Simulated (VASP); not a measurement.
A run of VASP 6.6.1:

Contents of INCAR:

```
SYSTEM = NaLiICl
ALGO = Normal
EDIFF = 1E-6
ENCUT = 520
ISIF = 2
ISMEAR = 0
LASPH = .True.
LCHARG = .False.
LREAL = .False.
LWAVE = .False.
NBANDS = 20
NELM = 100
PREC = Accurate
SIGMA = 0.05
```

The input KPOINTS:

```
k-points
0
Gamma
  6 6 4
  0 0 0
```

The input POSCAR:

```
NaLiICl
1.0
    4.4189668800      0.0000000000      0.0000000000
    0.0000000000      4.4189668800      0.0000000000
    0.0000000000      0.0000000000      6.2153440000
Na Li I Cl
1 1 1 1
Direct
    0.5000000000      0.5000000000      0.5000000000
    0.0000000000      0.0000000000      0.0000000000
    0.5000000000      0.5000000000      0.0000000000
    0.0000000000      0.0000000000      0.5000000000
```

Potentials or basis: VASP PAW LDA potentials, release 64 (Na_pv, Li_sv, I, Cl).

Launch:

```console
$ cat potpaw_LDA.64/Na_pv/POTCAR potpaw_LDA.64/Li_sv/POTCAR potpaw_LDA.64/I/POTCAR potpaw_LDA.64/Cl/POTCAR > POTCAR
$ mpirun -np 1 vasp_std > vasp.out
```

Hardware: 1 thread of Intel(R) Xeon(R) 6975P-C (Granite Rapids), on a shared host.

Problem. Estimate the wall time of this run.

Solution. Wall time 22 s on 1 thread of Intel(R) Xeon(R) 6975P-C (Granite Rapids), with other jobs on the host, peak memory 0.24 GiB. Counts: scf iterations 12, k points 30.
